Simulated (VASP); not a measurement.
Crystal: SrTiO.

```
CELL_PARAMETERS angstrom
3.72927 0.00000 0.00000
0.00000 3.72927 0.00000
0.00000 0.00000 3.78276
ATOMIC_POSITIONS crystal
Sr 0.00000 0.00000 0.00000
Ti 0.50000 0.50000 0.50000
O 0.50000 0.50000 0.00000
```

The cell was generated, and may not be a known phase.

```yaml
Program: VASP 6.6.1
Task: relaxation of cell and atoms
Functional: PBE
Potentials_or_basis: VASP PAW PBE potentials, release 64 (Sr_sv, Ti_sv, O)
Cutoff: 600 eV
k_mesh: 6 × 6 × 6
Occupations: gaussian, width 0.1 eV
Spin: collinear spin
Starting_moments: "[0.0, 1.0, 0.0] μB"
```

At the start: pressure 10.9 GPa; volume 17.54 Å³/atom.

**Question.** Where does the relaxation end?

**Answer.** Over 7 steps the energy falls by 68.0 meV/atom and the volume is 19.32 Å³/atom (+10.1 %); space group P4/mmm (No. 123, to 0.1 Å) before and after; moment 0.00 μB per cell.

Step by step:
| step | energy change (eV) | largest force (eV/Å) | pressure (GPa) | volume (Å³) |
| --- | --- | --- | --- | --- |
| 1 | 0.0000 | 0.0000 | 10.93 | 52.61 |
| 2 | -0.0166 | 0.0000 | -6.91 | 62.12 |
| 3 | -0.2020 | 0.0000 | 0.15 | 57.08 |
| 4 | -0.2022 | 0.0000 | 0.31 | 56.99 |
| 5 | -0.2021 | 0.0000 | 0.48 | 56.90 |
| 6 | -0.2038 | 0.0000 | 0.30 | 57.23 |
| 7 | -0.2039 | 0.0000 | -0.12 | 57.95 |

Final structure:
```
Sr Ti O
1.0
     3.82281    0.00000    0.00000
     0.00000    3.82281    0.00000
     0.00000    0.00000    3.96519
Sr Ti O
1 1 1
Direct
  0.00000 0.00000 0.00000
  0.50000 0.50000 0.50000
  0.50000 0.50000 0.00000
```
